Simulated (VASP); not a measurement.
A run of VASP 6.6.1 is set up as follows.

File INCAR:

```
SYSTEM = Tl
  PREC = Accurate
  ENCUT = 520
  EDIFF = 1E-7
  ISMEAR = 1
  SIGMA = 0.1
  LREAL = .False.
  LASPH = .True.
  NELM = 60
  ALGO = Normal
  ISIF = 2
  LWAVE = .False.
  LCHARG = .False.
  LDIPOL = .True.
  IDIPOL = 3
  DIPOL = 0.5 0.5 0.500
  GGA = PS
  IBRION = 2
  NSW = 60
  EDIFFG = -0.01
  KPAR = 4
```

The input KPOINTS:

```
Automatic mesh
0
Gamma
  11 11 1
  0 0 0
```

Contents of POSCAR:

```
Tl
1.0
    3.4617901980      0.0000000000      0.0000000000
    1.7308950990      2.9979982540      0.0000000000
    0.0000000000      0.0000000000     29.7797228180
Tl
6
Direct
    0.6666666667      0.6666666667      0.2686391693
    0.0000000000      0.0000000000      0.3611835016
    0.6666666667      0.6666666667      0.4537278339
    0.0000000000      0.0000000000      0.5462721661
    0.6666666667      0.6666666667      0.6388164984
    0.0000000000      0.0000000000      0.7313608307
```

Potentials or basis: VASP PAW PBE potentials, release 64 (Tl_d).

Run with:

```sh
$ cat potpaw_PBE.64/Tl_d/POTCAR > POTCAR
$ mpirun -np 4 vasp_std > vasp.out
```

**Question.** Predict the band gap on the k mesh.

**Answer.** Zero (bands 39 and 40 overlap by 2.79 eV).

**Question.** Estimate the energy gained by relaxing.

**Answer.** 1.1 meV/atom.

Final structure:
```yaml
crystal:
  lattice:
    - [3.46179, 0.00000, 0.00000]
    - [1.73090, 2.99800, 0.00000]
    - [0.00000, 0.00000, 29.77972]
  atoms:
    - { symbol: Tl, position: [0.66667, 0.66667, 0.27174] }
    - { symbol: Tl, position: [0.00000, 0.00000, 0.36332] }
    - { symbol: Tl, position: [0.66667, 0.66667, 0.45437] }
    - { symbol: Tl, position: [0.00000, 0.00000, 0.54563] }
    - { symbol: Tl, position: [0.66667, 0.66667, 0.63668] }
    - { symbol: Tl, position: [0.00000, 0.00000, 0.72826] }
```

Caveat: spin-orbit coupling is left out, which moves the levels of the heavy elements.
